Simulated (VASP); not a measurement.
A run of VASP 6.6.1 is set up as follows.

INCAR

```
SYSTEM = Li2S
  ALGO = Normal
  EDIFF = 1E-7
  EDIFFG = -0.01
  ENCUT = 750
  GGA = CA
  GGA_COMPAT = .FALSE.
  IBRION = 2
  ISIF = 3
  ISMEAR = 0
  LASPH = .TRUE.
  LCHARG = .FALSE.
  LREAL = .FALSE.
  LWAVE = .FALSE.
  NELM = 120
  NELMIN = 4
  NSW = 80
  PREC = Accurate
  SIGMA = 0.01
```

KPOINTS

```
k-points
0
G
  6 6 6
  0 0 0
```

Contents of POSCAR:

```
Li2S
1.0
    4.0227300000      0.0000000000      0.0000000000
    2.0113650000      3.4837863726      0.0000000000
    2.0113650000      1.1612621242      3.2845452910
Li S
2 1
Direct
    0.2500000000      0.2500000000      0.2500000000
    0.7500000000      0.7500000000      0.7500000000
    0.0000000000      0.0000000000      0.0000000000
```

Potentials or basis: VASP PAW LDA potentials, release 64 (Li_sv, S).

The run is started by

```bash
$ cat potpaw_LDA.64/Li_sv/POTCAR potpaw_LDA.64/S/POTCAR > POTCAR
$ mpirun -np 1 vasp_std > vasp.out
```

(1) What does it give for the space group after relaxing (to 0.05 Å)?

(2) Predict the band gap on the k mesh.

(3) Predict the relaxed cell.

(4) What does it give for the relaxed volume?

Results:

(1) Fm-3m (No. 225).

(2) 3.12 eV, indirect (least direct gap 4.43 eV).

(3) a = 3.936 Å, b = 3.936 Å, c = 3.936 Å, α = 60.00°, β = 60.00°, γ = 60.00°.

(4) 14.38 Å³/atom.
